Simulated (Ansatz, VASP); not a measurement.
Given: the input of a run of Ansatz 0.2.0 on BaTiO3.

Contents of input.yaml:

```yaml
crystal:
  lattice:
    - [-3.80268156, -0.05658243, -0.02181512]
    - [-0.02191438, -0.03167986, -4.13033488]
    - [-0.11316485, -7.97351199, -0.06307272]
  atoms:
    - { symbol: Ba, position: [0.04486322, 0.90916552, 0.49511477] }
    - { symbol: Ba, position: [0.00814907, 0.9218096, 0.02441397] }
    - { symbol: Ti, position: [0.45719229, 0.52057169, 0.20538669] }
    - { symbol: Ti, position: [0.50231709, 0.47064326, 0.76225275] }
    - { symbol: O, position: [0.48144089, 0.03993233, 0.24039032] }
    - { symbol: O, position: [0.45628989, 0.07297889, 0.69356516] }
    - { symbol: O, position: [0.5380255, 0.54058565, 0.44980358] }
    - { symbol: O, position: [0.5290554, 0.55799572, 0.03050014] }
    - { symbol: O, position: [0.98202325, 0.45739828, 0.26038045] }
    - { symbol: O, position: [0.00064341, 0.50891906, 0.83819216] }
hamiltonian:
  xc: pbe
  pseudopotentials: { kind: paw }
kpoints:
  mp_grid: { grid: [7, 7, 4] }
scf:
  occupations: { method: fermi_dirac, width: 0.05 }
basis:
  ecutwfc: "800 eV"
output:
  forces: true
  stress: true
  eigenvalues: true
```

Potentials or basis: Ansatz PAW.

Launch:

```bash
$ ansatz run input.yaml --threads 4 --pin off --max-ram 11264MiB --backend cpu --events-out ev --progress --plain --runs-dir out
```

Task: Set up the same calculation for VASP 6.6.1. Potentials there: VASP PAW PBE potentials, release 64 (Ba_sv, Ti_sv, O).

Result: As run (the cutoff follows the program's own potentials):

INCAR

```
SYSTEM = BaTiO3
PREC     = Accurate       ! precision mode
ENCUT    = 600            ! plane-wave cutoff, eV
EDIFF    = 1E-6           ! SCF threshold, eV
ISMEAR   = -1             ! smearing method
SIGMA    = 0.05           ! smearing width, eV
LREAL    = .FALSE.        ! projectors in reciprocal space
LASPH    = .TRUE.         ! aspherical terms in the spheres
NELM     = 120            ! most SCF steps
ALGO     = Normal         ! electronic algorithm
ISIF     = 2              ! what is computed and relaxed
LWAVE    = .FALSE.        ! write WAVECAR
LCHARG   = .FALSE.        ! write CHGCAR
GGA      = PE             ! functional
NBANDS   = 51             ! bands
GGA_COMPAT= .FALSE.
```

KPOINTS

```
Automatic mesh
0
G
  7 7 4
  0 0 0
```

POSCAR

```
BaTiO3
1.0
   -3.8026815600     -0.0565824300     -0.0218151200
   -0.0219143800     -0.0316798600     -4.1303348800
   -0.1131648500     -7.9735119900     -0.0630727200
Ba Ti O
2 2 6
Direct
    0.0448632200      0.9091655200      0.4951147700
    0.0081490700      0.9218096000      0.0244139700
    0.4571922900      0.5205716900      0.2053866900
    0.5023170900      0.4706432600      0.7622527500
    0.4814408900      0.0399323300      0.2403903200
    0.4562898900      0.0729788900      0.6935651600
    0.5380255000      0.5405856500      0.4498035800
    0.5290554000      0.5579957200      0.0305001400
    0.9820232500      0.4573982800      0.2603804500
    0.0006434100      0.5089190600      0.8381921600
```

Potentials or basis: VASP PAW PBE potentials, release 64 (Ba_sv, Ti_sv, O).

Launch:

```console
$ cat potpaw_PBE.64/Ba_sv/POTCAR potpaw_PBE.64/Ti_sv/POTCAR potpaw_PBE.64/O/POTCAR > POTCAR
$ mpirun -np 1 vasp_std > vasp.out
```

Both were run:

|  | VASP | Ansatz | Ansatz less VASP |
| --- | --- | --- | --- |
| gap on the k mesh at the Fermi level (eV) | 0.33 | 0.33 | +0.001 |
| least direct gap on the mesh (eV) | 0.45 | 0.44 | -0.012 |
| rms of the force components (eV/Å) | 7.448 | 6.840 | -0.6085 |

Atom by atom the forces differ by 0.631 eV/Å (rms over components).

Spin-orbit coupling is off throughout. Noted on Ansatz's run: odd divisions of the mesh miss points on the zone boundary, where band edges often lie, so the gap on the mesh can be too wide.
